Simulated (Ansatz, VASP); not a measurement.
## One calculation of Si3N4, two programs

The input INCAR:

```
SYSTEM = Si3N4
PREC     = Accurate       ! precision mode
ENCUT    = 520            ! plane-wave cutoff, eV
EDIFF    = 1E-7           ! SCF threshold, eV
ISMEAR   = 0              ! smearing method
SIGMA    = 0.02           ! smearing width, eV
LREAL    = Auto         
LASPH    = .TRUE.         ! aspherical terms in the spheres
NELM     = 80             ! most SCF steps
ALGO     = Normal         ! electronic algorithm
ISIF     = 2              ! what is computed and relaxed
LWAVE    = .FALSE.        ! write WAVECAR
LCHARG   = .FALSE.        ! write CHGCAR
GGA      = PE             ! functional
NBANDS   = 64             ! bands
```

KPOINTS

```
Automatic mesh
0
G
  4 4 4
  0 0 0
```

File POSCAR:

```
Si3N4
1.0
    6.7396660000      0.1429470000      0.1810910000
    0.1318490000      6.7374060000      0.3175410000
    0.2176060000      0.3521190000      5.3804230000
Si N
9 12
Direct
    0.1720657075      0.6855919428      0.6275740701
    0.5255718622      0.9581312363      0.4517796159
    0.1891007543      0.3137618125      0.3811714272
    0.8975243938      0.6294708357      0.2121870855
    0.7658648082      0.2700969657      0.6563041561
    0.6115798495      0.6029684246      0.7718239175
    0.0544047049      0.2768111015      0.8734564527
    0.4602185469      0.1416267029      0.0090390844
    0.2102947320      0.8517978781      0.0613445955
    0.1897065078      0.4291713800      0.6383189158
    0.0234129454      0.3817721474      0.1652302031
    0.7212153765      0.0508023437      0.5588106602
    0.2340336212      0.0868681600      0.9037364095
    0.3736041321      0.1541101397      0.3245286458
    0.0834941025      0.7743481745      0.3421826676
    0.7711549462      0.5291966458      0.5198870771
    0.5291681318      0.8719136434      0.1276955724
    0.6707228964      0.7192971196      0.0419889743
    0.5806704240      0.3457832163      0.8812598499
    0.4194812158      0.7604220190      0.6462151382
    0.0561899747      0.7284204152      0.9049649497
```

Input for Ansatz:

```yaml
crystal:
  lattice:
    - [6.739666, 0.142947, 0.181091]
    - [0.131849, 6.737406, 0.317541]
    - [0.217606, 0.352119, 5.380423]
  atoms:
    - { symbol: Si, position: [0.1720657075, 0.6855919428, 0.6275740701] }
    - { symbol: Si, position: [0.5255718622, 0.9581312363, 0.4517796159] }
    - { symbol: Si, position: [0.1891007543, 0.3137618125, 0.3811714272] }
    - { symbol: Si, position: [0.8975243938, 0.6294708357, 0.2121870855] }
    - { symbol: Si, position: [0.7658648082, 0.2700969657, 0.6563041561] }
    - { symbol: Si, position: [0.6115798495, 0.6029684246, 0.7718239175] }
    - { symbol: Si, position: [0.0544047049, 0.2768111015, 0.8734564527] }
    - { symbol: Si, position: [0.4602185469, 0.1416267029, 0.0090390844] }
    - { symbol: Si, position: [0.210294732, 0.8517978781, 0.0613445955] }
    - { symbol: "N", position: [0.1897065078, 0.42917138, 0.6383189158] }
    - { symbol: "N", position: [0.0234129454, 0.3817721474, 0.1652302031] }
    - { symbol: "N", position: [0.7212153765, 0.0508023437, 0.5588106602] }
    - { symbol: "N", position: [0.2340336212, 0.08686816, 0.9037364095] }
    - { symbol: "N", position: [0.3736041321, 0.1541101397, 0.3245286458] }
    - { symbol: "N", position: [0.0834941025, 0.7743481745, 0.3421826676] }
    - { symbol: "N", position: [0.7711549462, 0.5291966458, 0.5198870771] }
    - { symbol: "N", position: [0.5291681318, 0.8719136434, 0.1276955724] }
    - { symbol: "N", position: [0.6707228964, 0.7192971196, 0.0419889743] }
    - { symbol: "N", position: [0.580670424, 0.3457832163, 0.8812598499] }
    - { symbol: "N", position: [0.4194812158, 0.760422019, 0.6462151382] }
    - { symbol: "N", position: [0.0561899747, 0.7284204152, 0.9049649497] }
basis:
  ecutwfc: 420
kpoints:
  mp_grid: { grid: [4, 4, 4] }
hamiltonian:
  xc: pbe
scf:
  occupations: { method: gaussian, width: 0.02 }
  n_extra_bands: 10
output:
  forces: true
  stress: true
  eigenvalues: true
  populations: true
  dos:
    method: { smearing: { sigma: 0.1, scheme: gaussian } }
    projected: true
    de: 0.02
  write_density: true
  write_potential: true
  elf: true
  volumetric_format: npy
```

Alike in both runs: task single point; functional PBE; k mesh 4 × 4 × 4; occupations gaussian, width 0.02 eV; no spin polarisation.

```csv
,VASP,Ansatz
version,VASP 6.6.1,Ansatz 0.2.0
potentials or method,"VASP PAW PBE potentials, release 64 (Si, N), cutoff 520 eV","scalar-relativistic, plane waves, PAW"
valence electrons in the cell,96,96
```

Ansatz gave:

| Quantity | Value |
| --- | --- |
| gap on the k mesh at the Fermi level (eV) | 1.89 |
| least direct gap on the mesh (eV) | 2.07 |
| rms of the force components (eV/Å) | 0.020 |

Question: Estimate VASP's values.

Answer: gap on the k mesh at the Fermi level (eV): 1.88; least direct gap on the mesh (eV): 2.07; rms of the force components (eV/Å): 0.025.

Atom by atom the forces differ by 0.011 eV/Å (rms over components).
